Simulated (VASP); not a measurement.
# SbAu2 (Immm) in VASP: notebook

The runs below take SbAu2 through single point, relaxation of cell and atoms, with PBE.

All numbers are computed with VASP 6.6.1; they aren't measurements. Logs are shortened: lines on timing, memory, paths and dates and some standing lists are left out, and cuts for length are marked.

## (1) The cell of the first run

It takes space group Immm (No. 71, orthorhombic). Conventional cell: a = 3.667 Å, b = 3.768 Å, c = 8.992 Å, α = 90.00°, β = 90.00°, γ = 90.00°. Sb (site symmetry mmm) has 10 Au at 2.97 to 3.04 Å and 4 Sb at 3.67 to 3.77 Å within 3.9 Å. Au (site symmetry mm2) has 5 Sb at 2.97 to 3.04 Å and 9 Au at 3.00 to 3.77 Å within 3.9 Å.

## (2) Single point, PBE

Contents of INCAR:

```
PREC = Accurate
ENCUT = 520
EDIFF = 1E-6
ISMEAR = 0
SIGMA = 0.1
LREAL = False
LASPH = True
NELM = 100
ALGO = Fast
ISIF = 2
LWAVE = False
LCHARG = False
GGA = PE
NBANDS = 20
```

Contents of KPOINTS:

```
regular mesh
0
Gamma
  6 6 6
```

Contents of POSCAR:

```
SbAu2
1.0
   -1.8336695488      1.8841585014      4.4962476969
    1.8336695488     -1.8841585014      4.4962476969
    1.8336695488      1.8841585014     -4.4962476969
Sb Au
1 2
Direct
    0.0000000000      0.0000000000      0.0000000000
    0.6696063587      0.6696063587      0.0000000000
    0.3303936413      0.3303936413      0.0000000000
```

Potentials or basis: VASP PAW PBE potentials, release 64 (Sb, Au).

Started as:

```
> cat potpaw_PBE.64/Sb/POTCAR potpaw_PBE.64/Au/POTCAR > POTCAR
> mpirun -np 1 vasp_std > vasp.out
```

OUTCAR:

```text
PREC = Accurate
   ENCUT = 520
   EDIFF = 1E-6
   ISMEAR = 0
   LREAL = False
   LASPH = True
   NELM = 100
   ISIF = 2
   GGA = PE

 ion  position               nearest neighbor table
   1  0.000  0.000  0.000-   2 2.97   3 2.97   3 3.04   2 3.04   2 3.04   2 3.04   2 3.04   3 3.04
                             3 3.04   3 3.04
   2  0.670  0.670  0.000-   1 2.97   3 3.00   3 3.00   3 3.00   3 3.00   1 3.04   1 3.04   1 3.04
                             1 3.04   3 3.05
   3  0.330  0.330  0.000-   1 2.97   2 3.00   2 3.00   2 3.00   2 3.00   1 3.04   1 3.04   1 3.04
                             1 3.04   2 3.05

  LATTYP: Found a body centered orthorhombic cell.
 ALAT       =     3.6673390976
 B/A-ratio  =     1.0275343792
 C/A-ratio  =     2.4520490619

  Lattice vectors:

 A1 = (  -1.8336695488,   1.8841585014,   4.4962476969)
 A2 = (   1.8336695488,  -1.8841585014,   4.4962476969)
 A3 = (   1.8336695488,   1.8841585014,  -4.4962476969)

Analysis of symmetry for initial positions (statically):
=====================================================================
 Subroutine PRICEL returns:
 Original cell was already a primitive cell.

 Routine SETGRP: Setting up the symmetry group for a
 body centered orthorhombic supercell.

 Subroutine GETGRP returns: Found  8 space group operations
 (whereof  8 operations were pure point group operations)
 out of a pool of  8 trial point group operations.

The static configuration has the point symmetry D_2h.

Analysis of symmetry for dynamics (positions and initial velocities):
=====================================================================
 Subroutine PRICEL returns:
 Original cell was already a primitive cell.

 Routine SETGRP: Setting up the symmetry group for a
 body centered orthorhombic supercell.

 Subroutine GETGRP returns: Found  8 space group operations
 (whereof  8 operations were pure point group operations)
 out of a pool of  8 trial point group operations.

The dynamic configuration has the point symmetry D_2h.

 Subroutine INISYM returns: Found  8 space group operations
 (whereof  8 operations are pure point group operations),
 and found     1 'primitive' translations

----------------------------------------------------------------------------------------

                                     Primitive cell

  volume of cell :      62.1368

  direct lattice vectors                    reciprocal lattice vectors
    -1.833669549  1.884158501  4.496247697     0.000000000  0.265370456  0.111203838
     1.833669549 -1.884158501  4.496247697     0.272677266  0.000000000  0.111203838
     1.833669549  1.884158501 -4.496247697     0.272677266  0.265370456  0.000000000

  length of vectors
     5.208516163  5.208516163  5.208516163     0.287728643  0.294481214  0.380492274

  position of ions in fractional coordinates (direct lattice)
     0.000000000  0.000000000  0.000000000
     0.669606359  0.669606359  0.000000000
     0.330393641  0.330393641  0.000000000

  ion indices of the primitive-cell ions
   primitive index   ion index
                 1           1
                 2           2
                 3           3

----------------------------------------------------------------------------------------

 KPOINTS: regular mesh

Automatic generation of k-mesh.
 Grid dimensions read from file:
 generate k-points for:    6    6    6

 Generating k-lattice:

  Cartesian coordinates                     Fractional coordinates (reciprocal lattice)
     0.000000000  0.044228409  0.018533973     0.166666667  0.000000000  0.000000000
     0.045446211  0.000000000  0.018533973     0.000000000  0.166666667  0.000000000
     0.045446211  0.044228409  0.000000000     0.000000000  0.000000000  0.166666667

  Length of vectors
     0.047954774  0.049080202  0.063415379

  Shift w.r.t. Gamma in fractional coordinates (k-lattice)
     0.000000000  0.000000000  0.000000000

 Subroutine IBZKPT returns following result:
 ===========================================

 Found     46 irreducible k-points:

 Following reciprocal coordinates:
            Coordinates               Weight
  0.000000  0.000000  0.000000      1.000000
  0.166667  0.000000  0.000000      4.000000
  0.333333 -0.000000  0.000000      4.000000
  0.500000  0.000000  0.000000      2.000000
 -0.000000  0.166667  0.000000      4.000000
  0.166667  0.166667  0.000000      8.000000
[... 16 lines left out ...]
 -0.166667  0.166667  0.166667      2.000000
  0.166667  0.333333  0.166667      4.000000
 [... further k-points ...]
   k-points           NKPTS =     46   k-points in BZ     NKDIM =     46   number of bands    NBANDS=     20
   number of dos      NEDOS =    301   number of ions     NIONS =      3
   total plane-waves  NPLWV =  64000
   dimension x,y,z NGX =    40 NGY =   40 NGZ =   40
   dimension x,y,z NGXF=    80 NGYF=   80 NGZF=   80
   ions per type =               1   2
   NGX,Y,Z   is equivalent  to a cutoff of  12.77, 12.77, 12.77 a.u.
   NGXF,Y,Z  is equivalent  to a cutoff of  25.53, 25.53, 25.53 a.u.
 SYSTEM =  unknown system
   PREC   = accura    normal or accurate (medium, high low for compatibility)
   ISTART =      0    job   : 0-new  1-cont  2-samecut
   ICHARG =      2    charge: 1-file 2-atom 10-const
   ISPIN  =      1    spin polarized calculation?
   LNONCOLLINEAR =      F non collinear calculations
   LSORBIT =      F    spin-orbit coupling
   LASPH  =      T    aspherical Exc in radial PAW
   ENCUT  =  520.0 eV  38.22 Ry    6.18 a.u.   9.68  9.68  9.68*2*pi/ulx,y,z
   NELM   =    100;   NELMIN=  2; NELMDL= -5     # of ELM steps
   EDIFF  = 0.1E-05   stopping-criterion for ELM
   LREAL  =      F    real-space projection
   EDIFFG = 0.1E-04   stopping-criterion for IOM
   NSW    =      0    number of steps for IOM
   IBRION =     -1    ionic relax: 0-MD 1-quasi-New 2-CG
   NFREE  =      0    steps in history (QN), initial steepest desc. (CG)
   ISIF   =      2    stress and relaxation
   ISYM   =      2    0-nonsym 1-usesym 2-fastsym
   POTIM  = 0.5000    time-step for ionic-motion
   TEBEG  =    0.0;   TEEND  =   0.0 temperature during run
   PSTRESS=    0.0 pullay stress
   NELECT =      27.0000    total number of electrons
   NUPDOWN=      -1.0000    fix difference up-down
   EMIN   =  10.00;   EMAX   =-10.00  energy-range for DOS
   EFERMI =   0.00;   METHOD = LEGACY
   ISMEAR =     0;   SIGMA  =   0.10  broadening in eV -4-tet -1-fermi 0-gaus
   EFERMI_NEDOS =   21; number of points for ismear=-14 and -15
   IALGO  =     68    algorithm
   IMIX   =      4    mixing-type and parameters
     AMIX     =   0.40;   BMIX     =  1.00
     AMIX_MAG =   1.60;   BMIX_MAG =  1.00
  volume/ion in A,a.u.               =      20.71       139.77
  Fermi-wavevector in a.u.,A,eV,Ry     =   1.239976  2.343214 20.919498  1.537540
  Thomas-Fermi vector in A             =   2.374436
   LORBIT       =      0    0 simple, 1 ext, 2 COOP (PROOUT), +10 PAW based schemes
   GGA     = PE    functional components
   LHFCALC =     F    Hartree Fock is set to
   AEXX    =    0.0000 exact exchange contribution
   IVDW    =     0    specifies the selected vdW correction
   LEPSILON=     F    determine dielectric tensor
   LRPA    =     F    only Hartree local field effects (RPA)
 non-spin polarized calculation
 RMM-DIIS sequential band-by-band and
 Gauss-broadening in eV      SIGMA  =   0.10
  energy-cutoff  :      520.00
  volume of cell :       62.14
 maximum number of plane-waves:      1692
   NGX = 19   NGY = 19   NGZ = 19

 number of electron      27.0000001 magnetization

 Free energy of the ion-electron system (eV)
  ---------------------------------------------------
  ext. energy  EPLUGINS =         0.00000000
  ---------------------------------------------------
  free energy    TOTEN  =       -10.37237584 eV

  energy without entropy =      -10.36363863  energy(sigma->0) =      -10.36800723

 E-fermi :   8.8613     XC(G=0): -11.5385

 val. band max:        8.8460789993   @ k =   0.3333   0.1667   0.0000
 cond. band min:       8.8729695133   @ k =  -0.3333   0.5000   0.1667
 fundamental gap:      0.0268905140
 Fermi energy:         8.8612621284

 k-point     1 :       0.0000    0.0000    0.0000
  band No.  band energies     occupation
      1      -2.9973      2.00000
      2       2.8239      2.00000
      3       3.5006      2.00000
      4       4.1060      2.00000
      5       4.1120      2.00000
      6       4.1215      2.00000
[... 12 lines left out ...]
     19      14.4919      0.00000
     20      15.1595      0.00000

 k-point     2 :       0.1667    0.0000    0.0000
  band No.  band energies     occupation
      1      -2.6794      2.00000
      2       2.7557      2.00000
      3       3.3813      2.00000
      4       3.6112      2.00000
      5       3.7122      2.00000
      6       4.3749      2.00000
[... 12 lines left out ...]
     19      16.0695      0.00000
     20      16.4536      0.00000

 k-point     3 :       0.3333   -0.0000    0.0000
  band No.  band energies     occupation
      1      -1.8631      2.00000
      2       2.1342      2.00000
      3       3.2057      2.00000
      4       3.5634      2.00000
      5       3.6811      2.00000
      6       4.1192      2.00000
[... 12 lines left out ...]
     19      16.7126      0.00000
     20      17.4412      0.00000

 k-point     4 :       0.5000    0.0000    0.0000
  band No.  band energies     occupation
      1      -1.2682      2.00000
      2       1.6990      2.00000
      3       3.2440      2.00000
      4       3.3810      2.00000
      5       3.6922      2.00000
      6       3.7936      2.00000
[... 429 lines left out ...]
 k-point    23 :      -0.1667    0.1667    0.1667
  band No.  band energies     occupation
      1      -1.9066      2.00000
      2       2.3458      2.00000
      3       3.2425      2.00000
      4       3.3496      2.00000
      5       3.9607      2.00000
      6       4.1287      2.00000
[... 12 lines left out ...]
     19      16.7612      0.00000
     20      16.7972      0.00000

 k-point    24 :       0.1667    0.3333    0.1667
  band No.  band energies     occupation
      1      -0.6521      2.00000
      2       2.2891      2.00000
      3       3.1390      2.00000
      4       3.2917      2.00000
      5       3.9276      2.00000
      6       4.1678      2.00000
[... 12 lines left out ...]
     19      16.9531      0.00000
     20      17.1888      0.00000

 [... further k-points ...]

------------------------ aborting loop because EDIFF is reached ----------------------------------------

  FORCE on cell =-STRESS in cart. coord.  units (eV):
  Direction    XX          YY          ZZ          XY          YZ          ZX
  --------------------------------------------------------------------------------------
  -------------------------------------------------------------------------------------
  Total       -0.1066110     -0.0903587     -0.1254785     -0.0000000      0.0000000      0.0000000
  in kB       -2.7489301     -2.3298697     -3.2354246     -0.0000000      0.0000000      0.0000000
  external PRESSURE =      -2.7714081 kB  Pullay stress =       0.0000000 kB

 VOLUME and BASIS-vectors are now :
 -----------------------------------------------------------------------------
  energy-cutoff  :      520.00
  volume of cell :       62.14
      direct lattice vectors                 reciprocal lattice vectors
    -1.833669549  1.884158501  4.496247697     0.000000000  0.265370456  0.111203838
     1.833669549 -1.884158501  4.496247697     0.272677266  0.000000000  0.111203838
     1.833669549  1.884158501 -4.496247697     0.272677266  0.265370456  0.000000000

 POSITION                                       TOTAL-FORCE (eV/Angst)
 -----------------------------------------------------------------------------------
      0.00000      0.00000      0.00000         0.000000      0.000000      0.000000
      0.00000      0.00000      6.02143         0.000000     -0.000000     -0.011399
      0.00000      0.00000      2.97106        -0.000000      0.000000      0.011399
 -----------------------------------------------------------------------------------
    total drift:                               -0.000000     -0.000000      0.000000

  FREE ENERGIE OF THE ION-ELECTRON SYSTEM (eV)
  ---------------------------------------------------
  free  energy   TOTEN  =       -10.3723758418 eV

  energy  without entropy=      -10.3636386266  energy(sigma->0) =      -10.36800723
```

It took 73 s on 1 thread of Intel Xeon Platinum 8488C (Sapphire Rapids), shared host; peak memory 0.27 GiB.

What came out:

| Property | Result |
| --- | --- |
| Free energy | -10.3724 eV |
| Pressure | -0.3 GPa |
| Largest force | 0.011 eV/Å |
| Band gap on the k mesh | zero (an odd number of electrons rules out a gap without spin polarisation) |

Forces on the atoms (eV/Å):
```
Sb   0.000  0.000  0.000
Au   0.000  0.000 -0.011
Au   0.000  0.000  0.011
```

Caveat: spin-orbit coupling is left out, which moves the levels of the heavy elements.

## (3) Relaxation of cell and atoms, PBE

This run uses another cell than the first one, of 20.61 Å³/atom.

Contents of INCAR:

```
SYSTEM = SbAu2
PREC = Accurate
ENCUT = 600
EDIFF = 1E-6
ISMEAR = 0
SIGMA = 0.1
LREAL = .FALSE.
LASPH = .TRUE.
NELM = 60
ALGO = Normal
ISIF = 3
LWAVE = .FALSE.
LCHARG = .FALSE.
GGA = PE
IBRION = 2
NSW = 90
EDIFFG = -0.04
```

Contents of KPOINTS:

```
regular mesh
0
G
  6 6 6
  0 0 0
```

Contents of POSCAR:

```
SbAu2
1.0
   -1.8150894098      1.8630062938      4.5716367831
    1.8150894098     -1.8630062938      4.5716367831
    1.8150894098      1.8630062938     -4.5716367831
Sb Au
1 2
Direct
    0.0000000000      0.0000000000      0.0000000000
    0.6687582168      0.6687582168      0.0000000000
    0.3312417832      0.3312417832      0.0000000000
```

Potentials or basis: VASP PAW PBE potentials, release 64 (Sb, Au).

Started as:

```
> cat potpaw_PBE.64/Sb/POTCAR potpaw_PBE.64/Au/POTCAR > POTCAR
> mpirun -np 1 vasp_std > vasp.out
```

OUTCAR:

```text
SYSTEM = SbAu2
   PREC = Accurate
   ENCUT = 600
   EDIFF = 1E-6
   ISMEAR = 0
   LREAL = .FALSE.
   LASPH = .TRUE.
   NELM = 60
   ISIF = 3
   GGA = PE
   IBRION = 2
   NSW = 90
   EDIFFG = -0.04

 ion  position               nearest neighbor table
   1  0.000  0.000  0.000-   2 3.02   2 3.02   3 3.02   2 3.02   3 3.02   3 3.02   2 3.02   3 3.02
                             2 3.03   3 3.03
   2  0.669  0.669  0.000-   3 3.00   3 3.00   3 3.00   3 3.00   1 3.02   1 3.02   1 3.02   1 3.02
                             1 3.03   3 3.09
   3  0.331  0.331  0.000-   2 3.00   2 3.00   2 3.00   2 3.00   1 3.02   1 3.02   1 3.02   1 3.02
                             1 3.03   2 3.09

  LATTYP: Found a body centered orthorhombic cell.
 ALAT       =     3.6301788196
 B/A-ratio  =     1.0263991866
 C/A-ratio  =     2.5186840706

  Lattice vectors:

 A1 = (  -1.8150894098,   1.8630062938,   4.5716367831)
[... 300 lines left out ...]

 E-fermi :   8.8901     XC(G=0): -11.5486

 val. band max:        8.8728858772   @ k =   0.3333   0.1667   0.0000
 cond. band min:       8.9052644280   @ k =  -0.3333   0.5000   0.1667
 fundamental gap:      0.0323785508
 Fermi energy:         8.8901153786

 k-point     1 :       0.0000    0.0000    0.0000
  band No.  band energies     occupation
      1      -2.9827      2.00000
      2       2.8370      2.00000
      3       3.5071      2.00000
      4       4.1148      2.00000
      5       4.1239      2.00000
      6       4.1454      2.00000
[... 457 lines left out ...]
      4       3.3114      2.00000
      5       3.9443      2.00000
      6       4.1815      2.00000
[... 9 lines left out ...]
     16       9.9916      0.00000
     17      13.2140      0.00000

 [... further k-points ...]

------------------------ aborting loop because EDIFF is reached ----------------------------------------

  FORCE on cell =-STRESS in cart. coord.  units (eV):
  Direction    XX          YY          ZZ          XY          YZ          ZX
  --------------------------------------------------------------------------------------
  -------------------------------------------------------------------------------------
  Total       -0.0216554     -0.0039753      0.0001293      0.0000000      0.0000000      0.0000000
  in kB       -0.5594332     -0.1026952      0.0033415      0.0000000      0.0000000      0.0000000
  external PRESSURE =      -0.2195956 kB  Pullay stress =       0.0000000 kB
[... 18 lines left out ...]
  FREE ENERGIE OF THE ION-ELECTRON SYSTEM (eV)
  ---------------------------------------------------
  free  energy   TOTEN  =       -10.3719980587 eV

  energy  without entropy=      -10.3632798184  energy(sigma->0) =      -10.36763894

 reached required accuracy - stopping structural energy minimisation
```

It took 2.3 min on 1 thread of Intel Xeon Platinum 8488C (Sapphire Rapids), shared host; peak memory 0.3 GiB.

What came out:

| Quantity | Value |
| --- | --- |
| Free energy | -10.3720 eV |
| Relaxed volume | 20.67 Å³/atom |
| Relaxed cell | a = 5.205 Å, b = 5.205 Å, c = 5.205 Å, α = 138.75°, β = 137.62°, γ = 60.63° |
| Space group after relaxing (to 0.1 Å) | I4/mmm (No. 139) |
| Energy gained by relaxing | 1.9 meV/atom |
| Ionic steps | 4 |
| Pressure after relaxing | 0.0 GPa |
| Largest force after relaxing | 0.031 eV/Å |
| Band gap on the k mesh | zero (an odd number of electrons rules out a gap without spin polarisation) |

Forces in eV/Å, atoms in the order of the input:
```
Sb   0.000  0.000  0.000
Au   0.000  0.000 -0.031
Au   0.000  0.000  0.031
```

Step by step:
| step | energy change (eV) | largest force (eV/Å) | pressure (GPa) | volume (Å³) |
| --- | --- | --- | --- | --- |
| 1 | 0.0000 | 0.0713 | 0.05 | 61.84 |
| 2 | -0.0030 | 0.0359 | -0.01 | 61.89 |
| 3 | -0.0053 | 0.0544 | -0.01 | 62.05 |
| 4 | -0.0057 | 0.0309 | -0.02 | 62.02 |

Final structure:
```
Sb Au
1.0
    -1.83358    1.88174    4.49373
     1.83358   -1.88174    4.49373
     1.83358    1.88174   -4.49373
Sb Au
1 2
Direct
  0.00000 0.00000 0.00000
  0.67001 0.67001 0.00000
  0.32999 0.32999 0.00000
```

Levels at points of the mesh, in eV from the Fermi level:
```tsv
k point	band 11	band 12	band 13	band 14	band 15	band 16
(0.00, 0.00, 0.00)	-3.04	-2.28	-0.04	2.04	2.28	3.24
(0.50, 0.00, 0.00)	-3.21	-3.09	-2.96	-0.36	2.72	4.99
(0.00, 0.50, 0.00)	-3.16	-3.11	-2.84	-0.26	2.53	4.80
(0.50, 0.50, 0.00)	-3.46	-3.41	-1.34	0.11	0.31	0.72
(0.50, 0.50, 0.50)	-3.16	-3.13	-0.36	0.07	1.83	4.94
```

Caveat: spin-orbit coupling is left out, which moves the levels of the heavy elements.
